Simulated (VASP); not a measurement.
Here is a VASP 6.6.1 calculation.

INCAR

```
PREC     = Accurate       # precision mode
ENCUT    = 520            # plane-wave cutoff, eV
EDIFF    = 1E-6           # SCF threshold, eV
ISMEAR   = 0              # smearing method
SIGMA    = 0.2            # smearing width, eV
LREAL    = F              # projectors in reciprocal space
LASPH    = T              # aspherical terms in the spheres
NELM     = 80             # most SCF steps
ALGO     = Fast           # electronic algorithm
ISIF     = 2              # what is computed and relaxed
LWAVE    = F              # write WAVECAR
LCHARG   = F              # write CHGCAR
GGA      = PE             # functional
NBANDS   = 43             # bands
```

KPOINTS

```
regular mesh
0
Gamma
  6 6 6
```

The input POSCAR:

```
Mo2W3
1.0
    0.0000000000      2.2315430215     11.2895585678
    1.5856261667      0.0000000000     11.2895585678
    1.5856261667      2.2315430215      0.0000000000
Mo W
2 3
Direct
    0.4001218795      0.4001218795      0.5998781205
    0.5998781205      0.5998781205      0.4001218795
    0.8000798182      0.8000798182      0.1999201818
    0.0000000000      0.0000000000      0.0000000000
    0.1999201818      0.1999201818      0.8000798182
```

Potentials or basis: VASP PAW PBE potentials, release 64 (Mo_sv, W_sv).

Launch:

```sh
$ cat potpaw_PBE.64/Mo_sv/POTCAR potpaw_PBE.64/W_sv/POTCAR > POTCAR
$ mpirun -np 1 vasp_std > vasp.out
```

Problem. Estimate the largest force.

Solution. 0.020 eV/Å.

Problem. Predict the band gap on the k mesh.

Solution. Zero (bands 35 and 36 overlap by 2.06 eV).

Problem. What does it give for the pressure?

Solution. 0.3 GPa.

Forces in eV/Å, atoms in the order of the input:
```
Mo   0.000  0.000  0.002
Mo   0.000  0.000 -0.002
W    0.000  0.000  0.020
W    0.000  0.000  0.000
W    0.000  0.000 -0.020
```

Caveat: the k points lie up to 0.41 Å⁻¹ apart, too coarse for converged energies and pressures of a metal; spin-orbit coupling is left out, which moves the levels of the heavy elements.
